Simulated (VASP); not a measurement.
# B16N17 (a cell with a defect) in VASP: a series of runs

Runs on B16N17 (a cell with a defect). Level: PBE+D3(BJ). Tasks: single point.

Everything below comes from runs of VASP 6.6.1. Logs are shortened: lines on timing, memory, paths and dates and some standing lists are left out, and cuts for length are marked.

## (1) The cell of the first run

The cell holds a defect, 33 atoms: a = 6.660 Å, b = 6.660 Å, c = 6.660 Å, α = 97.63°, β = 97.63°, γ = 97.63°.

## (2) Single point, PBE+D3(BJ) (with an interstitial atom, then relaxed in part)

Input file INCAR:

```
SYSTEM = B16N17
PREC = Accurate
ENCUT = 520
EDIFF = 1E-7
ISMEAR = 0
SIGMA = 0.01
LREAL = Auto
LASPH = .True.
NELM = 60
ALGO = Normal
ISIF = 2
LWAVE = .False.
LCHARG = .False.
GGA = PE
IVDW = 12
NBANDS = 88
NELECT = 134.0
```

Input file KPOINTS:

```
Automatic mesh
0
Gamma
  2 2 2
  0.5 0.5 0.5
```

Input file POSCAR:

```
B16N17
1.0
   -5.0122276274      2.8938109699      3.2948837584
    0.0000000000     -5.7876219398      3.2948837584
    5.0122276274      2.8938109699      3.2948837584
B N
16 17
Direct
    0.2534356630      0.7517544740      1.0043140742
    0.5087439688      0.5095229812      1.0087175949
    0.7509276134      0.2541424110      1.0042609116
    1.0036234154      0.7517549090      0.2541263026
    0.9979319679      0.9987058059      0.9986223421
    0.2582024947      0.4959640875      0.2588986430
    0.4951347379      0.2589145232      0.2588348471
    0.7623524330      0.7631290082      0.5130675173
    0.7509317761      1.0043440561      0.2540792273
    1.0080328502      0.5095335442      0.5094470717
    0.2581514018      0.2589245360      0.4958381376
    0.5123747507      0.7631278037      0.7630427292
    0.5087061808      1.0087606890      0.5093994683
    0.7623477013      0.5131443477      0.7630411172
    1.0035755660      0.2541457484      0.7516224113
    0.2533915616      1.0043498428      0.7516289907
    0.5877240308      0.0884849225      0.3399628386
    0.8388416437      0.8396230543      0.3398087167
    0.0877740425      0.5885587912      0.3400286652
    0.3392721931      0.0884873233      0.5884212465
    0.2563748283      0.2571491358      0.2570627765
    0.5979833159      0.8482264476      0.5986739452
    0.8474977767      0.5988147483      0.5987336804
    0.0802700257      0.0810385633      0.8302412063
    0.0877309531      0.3400574382      0.5884358278
    0.3391196386      0.8396248978      0.8395340838
    0.5980320552      0.5988071079      0.8481817469
    0.8295455644      0.0810339950      0.0809576641
    0.8388192311      0.3398429563      0.8395098892
    0.0802980755      0.8303578229      0.0809882159
    0.3393271210      0.5885496156      0.0884584355
    0.5877332433      0.3400480773      0.0884103796
    0.4175186504      0.4182984669      0.4182207225
```

Potentials or basis: VASP PAW PBE potentials, release 64 (B, N).

Command:

```bash
cat potpaw_PBE.64/B/POTCAR potpaw_PBE.64/N/POTCAR > POTCAR
mpirun -np 1 vasp_std > vasp.out
```

OUTCAR:

```text
SYSTEM = B16N17
   PREC = Accurate
   ENCUT = 520
   EDIFF = 1E-7
   ISMEAR = 0
   LREAL = Auto
   LASPH = .True.
   NELM = 60
   ISIF = 2
   GGA = PE
   IVDW = 12
   NELECT = 134.0
 IVDW          = 12

 ion  position               nearest neighbor table
   1  0.253  0.752  0.004-  31 1.44  30 1.45  26 1.46
   2  0.509  0.510  0.009-  31 1.44  32 1.44  27 1.45
   3  0.751  0.254  0.004-  32 1.44  28 1.45  29 1.46
   4  0.004  0.752  0.254-  19 1.44  30 1.45  18 1.46
   5  0.998  0.999  0.999-  30 1.45  24 1.45  28 1.45
   6  0.258  0.496  0.259-  19 1.49  31 1.49  33 1.58  21 1.59
   7  0.495  0.259  0.259-  17 1.49  32 1.49  33 1.59  21 1.59
   8  0.762  0.763  0.513-  22 1.45  23 1.45  18 1.45
   9  0.751  0.004  0.254-  17 1.44  28 1.45  18 1.46
  10  0.008  0.510  0.509-  19 1.44  25 1.44  23 1.45
  11  0.258  0.259  0.496-  25 1.49  20 1.49  33 1.59  21 1.59
  12  0.512  0.763  0.763-  27 1.45  22 1.45  26 1.45
  13  0.509  0.009  0.509-  17 1.44  20 1.44  22 1.45
  14  0.762  0.513  0.763-  27 1.45  23 1.45  29 1.45
  15  0.004  0.254  0.752-  25 1.44  24 1.45  29 1.46
  16  0.253  0.004  0.752-  20 1.44  24 1.45  26 1.46
  17  0.588  0.088  0.340-   9 1.44  13 1.44   7 1.49
  18  0.839  0.840  0.340-   8 1.45   9 1.46   4 1.46
  19  0.088  0.589  0.340-   4 1.44  10 1.44   6 1.49
  20  0.339  0.088  0.588-  16 1.44  13 1.44  11 1.49
  21  0.256  0.257  0.257-   7 1.59  11 1.59   6 1.59  33 1.59
  22  0.598  0.848  0.599-   8 1.45  12 1.45  13 1.45
  23  0.847  0.599  0.599-  14 1.45   8 1.45  10 1.45
  24  0.080  0.081  0.830-   5 1.45  15 1.45  16 1.45
  25  0.088  0.340  0.588-  15 1.44  10 1.44  11 1.49
  26  0.339  0.840  0.840-  12 1.45  16 1.46   1 1.46
  27  0.598  0.599  0.848-  14 1.45  12 1.45   2 1.45
  28  0.830  0.081  0.081-   5 1.45   3 1.45   9 1.45
  29  0.839  0.340  0.840-  14 1.45   3 1.46  15 1.46
  30  0.080  0.830  0.081-   5 1.45   1 1.45   4 1.45
  31  0.339  0.589  0.088-   1 1.44   2 1.44   6 1.49
  32  0.588  0.340  0.088-   3 1.44   2 1.44   7 1.49
  33  0.418  0.418  0.418-   6 1.58  11 1.59   7 1.59  21 1.59

  LATTYP: Found a trigonal (rhomboedric) cell.
 ALAT       =     6.6597917910
 COS(alpha) =    -0.1328444051

  Lattice vectors:

 A1 = (  -5.0122276274,   2.8938109699,   3.2948837584)
 A2 = (   0.0000000000,  -5.7876219398,   3.2948837584)
 A3 = (   5.0122276274,   2.8938109699,   3.2948837584)

Analysis of symmetry for initial positions (statically):
=====================================================================
 Subroutine PRICEL returns:
 Original cell was already a primitive cell.

 Routine SETGRP: Setting up the symmetry group for a
 trigonal (rhombohedral) supercell.

 Subroutine GETGRP returns: Found  1 space group operations
 (whereof  1 operations were pure point group operations)
 out of a pool of 12 trial point group operations.

The static configuration has the point symmetry C_1 .

Analysis of symmetry for dynamics (positions and initial velocities):
=====================================================================
 Subroutine PRICEL returns:
 Original cell was already a primitive cell.

 Routine SETGRP: Setting up the symmetry group for a
 trigonal (rhombohedral) supercell.

 Subroutine GETGRP returns: Found  1 space group operations
 (whereof  1 operations were pure point group operations)
 out of a pool of 12 trial point group operations.

The dynamic configuration has the point symmetry C_1 .

 Subroutine INISYM returns: Found  1 space group operations
 (whereof  1 operations are pure point group operations),
 and found     1 'primitive' translations

----------------------------------------------------------------------------------------

                                     Primitive cell

  volume of cell :     286.7426

  direct lattice vectors                    reciprocal lattice vectors
    -5.012227627  2.893810970  3.294883758    -0.099756044  0.057594179  0.101166948
     0.000000000 -5.787621940  3.294883758     0.000000000 -0.115188358  0.101166948
     5.012227627  2.893810970  3.294883758     0.099756044  0.057594179  0.101166948

  length of vectors
     6.659791791  6.659791791  6.659791791     0.153307238  0.153307238  0.153307238

  position of ions in fractional coordinates (direct lattice)
     0.253435663  0.751754474  0.004314074
     0.508743969  0.509522981  0.008717595
     0.750927613  0.254142411  0.004260912
     0.003623415  0.751754909  0.254126303
     0.997931968  0.998705806  0.998622342
     0.258202495  0.495964087  0.258898643
[... 25 lines left out ...]
     0.587733243  0.340048077  0.088410380
     0.417518650  0.418298467  0.418220723

  ion indices of the primitive-cell ions
   primitive index   ion index
                 1           1
                 2           2
                 3           3
                 4           4
                 5           5
                 6           6
[... 25 lines left out ...]
                32          32
                33          33

----------------------------------------------------------------------------------------

 KPOINTS: Automatic mesh

Automatic generation of k-mesh.
 Grid dimensions read from file:
 generate k-points for:    2    2    2

 Generating k-lattice:

  Cartesian coordinates                     Fractional coordinates (reciprocal lattice)
    -0.049878022  0.028797089  0.050583474     0.500000000  0.000000000  0.000000000
     0.000000000 -0.057594179  0.050583474     0.000000000  0.500000000  0.000000000
     0.049878022  0.028797089  0.050583474     0.000000000  0.000000000  0.500000000

  Length of vectors
     0.076653619  0.076653619  0.076653619

  Shift w.r.t. Gamma in fractional coordinates (k-lattice)
     0.500000000  0.500000000  0.500000000

 Subroutine IBZKPT returns following result:
 ===========================================

 Found      4 irreducible k-points:

 Following reciprocal coordinates:
            Coordinates               Weight
  0.250000  0.250000  0.250000      2.000000
 -0.250000  0.250000  0.250000      2.000000
  0.250000 -0.250000  0.250000      2.000000
  0.250000  0.250000 -0.250000      2.000000
   k-points           NKPTS =      4   k-points in BZ     NKDIM =      4   number of bands    NBANDS=     88
   number of dos      NEDOS =    301   number of ions     NIONS =     33
   total plane-waves  NPLWV = 125000
   dimension x,y,z NGX =    50 NGY =   50 NGZ =   50
   dimension x,y,z NGXF=   100 NGYF=  100 NGZF=  100
   ions per type =              16  17
   NGX,Y,Z   is equivalent  to a cutoff of  12.48, 12.48, 12.48 a.u.
   NGXF,Y,Z  is equivalent  to a cutoff of  24.96, 24.96, 24.96 a.u.
 SYSTEM =  B16N17
   PREC   = accura    normal or accurate (medium, high low for compatibility)
   ISTART =      0    job   : 0-new  1-cont  2-samecut
   ICHARG =      2    charge: 1-file 2-atom 10-const
   ISPIN  =      1    spin polarized calculation?
   LNONCOLLINEAR =      F non collinear calculations
   LSORBIT =      F    spin-orbit coupling
   LASPH  =      T    aspherical Exc in radial PAW
   ENCUT  =  520.0 eV  38.22 Ry    6.18 a.u.  12.38 12.38 12.38*2*pi/ulx,y,z
   NELM   =     60;   NELMIN=  2; NELMDL= -5     # of ELM steps
   EDIFF  = 0.1E-06   stopping-criterion for ELM
   LREAL  =      T    real-space projection
   EDIFFG = 0.1E-05   stopping-criterion for IOM
   NSW    =      0    number of steps for IOM
   IBRION =     -1    ionic relax: 0-MD 1-quasi-New 2-CG
   NFREE  =      0    steps in history (QN), initial steepest desc. (CG)
   ISIF   =      2    stress and relaxation
   ISYM   =      2    0-nonsym 1-usesym 2-fastsym
   POTIM  = 0.5000    time-step for ionic-motion
   TEBEG  =    0.0;   TEEND  =   0.0 temperature during run
   PSTRESS=    0.0 pullay stress
   NELECT =     134.0000    total number of electrons
   NUPDOWN=      -1.0000    fix difference up-down
   EMIN   =  10.00;   EMAX   =-10.00  energy-range for DOS
   EFERMI =   0.00;   METHOD = LEGACY
   ISMEAR =     0;   SIGMA  =   0.01  broadening in eV -4-tet -1-fermi 0-gaus
   EFERMI_NEDOS =   21; number of points for ismear=-14 and -15
   IALGO  =     38    algorithm
   IMIX   =      4    mixing-type and parameters
     AMIX     =   0.40;   BMIX     =  1.00
     AMIX_MAG =   1.60;   BMIX_MAG =  1.00
  volume/ion in A,a.u.               =       8.69        58.64
  Fermi-wavevector in a.u.,A,eV,Ry     =   1.270415  2.400737 21.959186  1.613955
  Thomas-Fermi vector in A             =   2.403404
   LORBIT       =      0    0 simple, 1 ext, 2 COOP (PROOUT), +10 PAW based schemes
   GGA     = PE    functional components
   LHFCALC =     F    Hartree Fock is set to
   AEXX    =    0.0000 exact exchange contribution
   IVDW    =    12    specifies the selected vdW correction
   LEPSILON=     F    determine dielectric tensor
   LRPA    =     F    only Hartree local field effects (RPA)
 non-spin polarized calculation
 Gauss-broadening in eV      SIGMA  =   0.01
  energy-cutoff  :      520.00
  volume of cell :      286.74
 maximum number of plane-waves:      7728
 NGX is ok and might be reduce to    50
   NGX = 25   NGY = 25   NGZ = 25

 number of electron     133.9999978 magnetization

 Free energy of the ion-electron system (eV)
  ---------------------------------------------------
  ext. energy  EPLUGINS =         0.00000000
  ---------------------------------------------------
  free energy    TOTEN  =      -281.45098560 eV

  energy without entropy =     -281.45098560  energy(sigma->0) =     -281.45098560

 E-fermi :   3.0711     XC(G=0): -10.3790

 val. band max:        2.9731187021   @ k =   0.2500   0.2500   0.2500
 cond. band min:       6.8700985512   @ k =   0.2500   0.2500   0.2500
 fundamental gap:      3.8969798491
 Fermi energy:         3.0711178153

 k-point     1 :       0.2500    0.2500    0.2500
  band No.  band energies     occupation
      1     -17.2305      2.00000
      2     -14.9242      2.00000
      3     -14.0112      2.00000
      4     -14.0110      2.00000
      5     -13.9688      2.00000
      6     -13.7446      2.00000
[... 71 lines left out ...]
     78      10.2790      0.00000
     79      10.2792      0.00000
[... 244 lines left out ...]
     78      10.0191      0.00000
     79      10.1421      0.00000
 [bands above 79 left out]

------------------------ aborting loop because EDIFF is reached ----------------------------------------

 Edisp (eV)   -4.76722

 E8    (eV) :    -1.3935

  FORCE on cell =-STRESS in cart. coord.  units (eV):
  Direction    XX          YY          ZZ          XY          YZ          ZX
  --------------------------------------------------------------------------------------
  -------------------------------------------------------------------------------------
  Total       4.96603     4.96352    11.34565     0.00163     0.00198    -0.00270
  in kB      27.74772    27.73372    63.39393     0.00909     0.01105    -0.01509
  external pressure =       39.63 kB  Pullay stress =        0.00 kB

 VOLUME and BASIS-vectors are now :
 -----------------------------------------------------------------------------
  energy-cutoff  :      520.00
  volume of cell :      286.74
      direct lattice vectors                 reciprocal lattice vectors
    -5.012227627  2.893810970  3.294883758    -0.099756044  0.057594179  0.101166948
     0.000000000 -5.787621940  3.294883758     0.000000000 -0.115188358  0.101166948
     5.012227627  2.893810970  3.294883758     0.099756044  0.057594179  0.101166948

 POSITION                                       TOTAL-FORCE (eV/Angst)
 -----------------------------------------------------------------------------------
     -1.24865     -3.60499      3.32620         0.001066     -0.001513     -0.001724
     -2.50625     -1.45149      3.38379        -0.001933      0.001455     -0.001496
     -3.74246      0.71449      3.32563         0.000074     -0.000053      0.000383
      1.25558     -3.60499      3.32620        -0.000274     -0.001706     -0.001301
      0.00346     -0.00248      9.86903         0.001022     -0.000705      0.006894
      0.00349     -1.37406      3.33793         0.000100     -0.028463      0.002945
[... 25 lines left out ...]
     -2.50272     -0.01144      3.34823        -0.004517     -0.002830     -0.000846
      0.00352     -0.00248      4.13191        -0.001011      0.002050      0.077100
 -----------------------------------------------------------------------------------
    total drift:                                0.001901     -0.001958     -0.006454

  FREE ENERGIE OF THE ION-ELECTRON SYSTEM (eV)
  ---------------------------------------------------
  free  energy   TOTEN  =      -286.2182043612 eV

  energy  without entropy=     -286.2182043612  energy(sigma->0) =     -286.21820436
```

Wall time 6.3 min (1 thread of Intel Xeon 8259CL, shared host); peak memory 0.37 GiB.

What came out:

```yaml
Free_energy: -286.2182 eV
Largest_force: 0.084 eV/Å
Dispersion_energy_per_atom: -0.144 eV
```

Forces on the atoms (eV/Å):
```
B    0.001 -0.002 -0.002
B   -0.002  0.001 -0.001
B    0.000  0.000  0.000
B    0.000 -0.002 -0.001
B    0.001 -0.001  0.007
B    0.000 -0.028  0.003
B   -0.024  0.014  0.006
B    0.004  0.003 -0.001
B   -0.002 -0.002  0.001
B    0.003  0.002  0.000
B    0.024  0.013  0.004
B   -0.005  0.002 -0.001
B    0.000  0.000 -0.001
B   -0.001 -0.001 -0.001
B    0.001  0.000  0.001
B    0.001 -0.002  0.000
N   -0.001  0.005 -0.001
N   -0.004  0.001  0.000
N    0.002 -0.004 -0.001
N    0.000  0.004 -0.001
N    0.001 -0.001 -0.084
N    0.000 -0.003  0.002
N   -0.005  0.003  0.000
N    0.001  0.001 -0.002
N    0.004 -0.004 -0.001
N    0.004  0.001  0.000
N    0.005  0.003  0.000
N   -0.001  0.001 -0.001
N    0.000 -0.002  0.000
N    0.000  0.002  0.000
N   -0.002 -0.004  0.000
N   -0.005 -0.003 -0.001
N   -0.001  0.002  0.077
```

Caveat: the cell carries a net charge on a neutralising background, which shifts energy and pressure; the cell differs from its parent crystal (with an interstitial atom, then relaxed in part); the cell is charged against a uniform background, so pressure and absolute levels hang on convention.

[end of part 1 of 2]
